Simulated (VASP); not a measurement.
Here is a VASP 6.6.1 calculation.

INCAR

```
ALGO     = Normal         # electronic algorithm
EDIFF    = 1E-7           # SCF threshold, eV
ENCUT    = 520            # plane-wave cutoff, eV
GGA      = PE             # functional
ISIF     = 2              # what is computed and relaxed
ISMEAR   = -1             # smearing method
LASPH    = T              # aspherical terms in the spheres
LCHARG   = F              # write CHGCAR
LREAL    = Auto         
LWAVE    = F              # write WAVECAR
NBANDS   = 102            # bands
NELM     = 80             # most SCF steps
PREC     = Accurate       # precision mode
SIGMA    = 0.1            # smearing width, eV
```

File KPOINTS:

```
k-points
0
Gamma
  2 3 3
```

The input POSCAR:

```
Hf8O15
1.0
   10.3238020000      0.0000000000      0.0000000000
    0.0000000000      5.2301820000      0.0000000000
   -0.8660250000      0.0000000000      5.2585930000
O Hf
15 8
Direct
    0.2349639690      0.7792816770      0.5077757491
    0.2634184729      0.2568641015      0.0370106605
    0.2751393212      0.2817167739      0.5551743594
    0.2328005635      0.7545890372      1.0072779924
    0.0188546284      0.2612802002      0.4635795164
    0.4718379272      0.8200607551      0.1487593735
    0.4749888780      0.6851797892      0.6521984112
    0.0009270613     -0.0001095564      0.9992988619
    0.7267173584      0.7180423167      0.4434330628
    0.7690516536      0.2451752157     -0.0086798883
    0.7668905171      0.2204818111      0.4908136074
    0.7384271656      0.7429104762      0.9615794567
    0.5268640491      0.3145840814      0.3464000732
    0.9830069152      0.7385276459      0.5349912039
    0.5300132677      0.1797080866      0.8498438651
    0.1475229233      0.0624440985      0.2598417485
    0.3643282090      0.5462741067      0.3067316676
    0.3632941738      0.9682053129      0.8088543837
    0.1306960982      0.5031706354      0.7340800096
    0.6385619498      0.0315574104      0.1897441008
    0.8711562033      0.4966026039      0.2645144813
    0.8543333360      0.9373262728      0.7387502703
    0.6375270919      0.4534840279      0.6918662464
```

Potentials or basis: VASP PAW PBE potentials, release 64 (O, Hf_pv).

Command:

```sh
$ cat potpaw_PBE.64/O/POTCAR potpaw_PBE.64/Hf_pv/POTCAR > POTCAR
$ mpirun -np 1 vasp_std > vasp.out
```

Q: Predict the largest force.

A: 0.205 eV/Å.

Q: Estimate the pressure.

A: -1.1 GPa.

Q: Predict the band gap on the k mesh.

A: 0.63 eV.

Stress tensor (GPa, compression positive):
```
 0.51  4.46  3.90
 4.46 -0.85  0.70
 3.90  0.70 -3.05
```

Caveat: spin-orbit coupling is left out, which moves the levels of the heavy elements.
